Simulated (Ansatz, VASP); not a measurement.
# AlNi: VASP beside Ansatz

File INCAR:

```
SYSTEM = AlNi
ALGO     = Fast           ! electronic algorithm
EDIFF    = 1E-7           ! SCF threshold, eV
ENCUT    = 520            ! plane-wave cutoff, eV
GGA      = PS             ! functional
ISIF     = 2              ! what is computed and relaxed
ISMEAR   = 0              ! smearing method
LASPH    = .True.         ! aspherical terms in the spheres
LCHARG   = .False.        ! write CHGCAR
LREAL    = .False.        ! projectors in reciprocal space
LWAVE    = .False.        ! write WAVECAR
NBANDS   = 14             ! bands
NELM     = 100            ! most SCF steps
PREC     = Accurate       ! precision mode
SIGMA    = 0.15           ! smearing width, eV
```

The input KPOINTS:

```
k-points
0
Gamma
  20 20 20
  0 0 0
```

File POSCAR:

```
AlNi
1.0
    1.9606882445     -1.9607092947      0.0000000000
    1.9606882445      1.9607092947      0.0000000000
    0.0000000000      0.0000000000      2.9554910752
Al Ni
1 1
Direct
    0.0000000000      0.0000000000      0.0000000000
    0.5000000000      0.5000000000      0.5000000000
```

Input for Ansatz:

```yaml
crystal:
  lattice:
    - [1.9606882445, -1.9607092947, 0.0]
    - [1.9606882445, 1.9607092947, 0.0]
    - [0.0, 0.0, 2.9554910752]
  atoms:
    - { symbol: Al, position: [0.0, 0.0, 0.0] }
    - { symbol: Ni, position: [0.5, 0.5, 0.5] }
basis:
  ecutwfc: 420
kpoints:
  mp_grid: { grid: [20, 20, 20] }
hamiltonian:
  xc: pbesol
scf:
  occupations: { method: gaussian, width: 0.15 }
output:
  forces: true
  stress: true
  eigenvalues: true
```

Change from the starting cell: strain -0.030 along x and y, +0.030 along z, atoms carried along.

Alike in both runs: task single point; functional PBEsol; k mesh 20 × 20 × 20; occupations gaussian, width 0.15 eV; no spin polarisation.

```csv
,VASP,Ansatz
version,VASP 6.6.1,Ansatz 0.2.0
potentials or method,"VASP PAW PBE potentials, release 64 (Al, Ni), cutoff 520 eV","scalar-relativistic, plane waves, PAW"
valence electrons in the cell,13,21
```

```tsv
	VASP	Ansatz	Ansatz less VASP
gap on the k mesh at the Fermi level (eV)	none	none	-
pressure (GPa)	6.1	6.0	-0.06
traceless stress, the component that is largest in VASP (GPa)	-2.97	-2.89	+0.082
```

VASP's potentials were made for PBE, not for PBEsol. A gap of «none» marks a metal or a gap that the smearing closes. VASP's potentials hold 13 valence electrons a cell and Ansatz's 21, so a difference there can come from the potentials and not from the codes. Ansatz's warnings: near symmetry operations not taken.
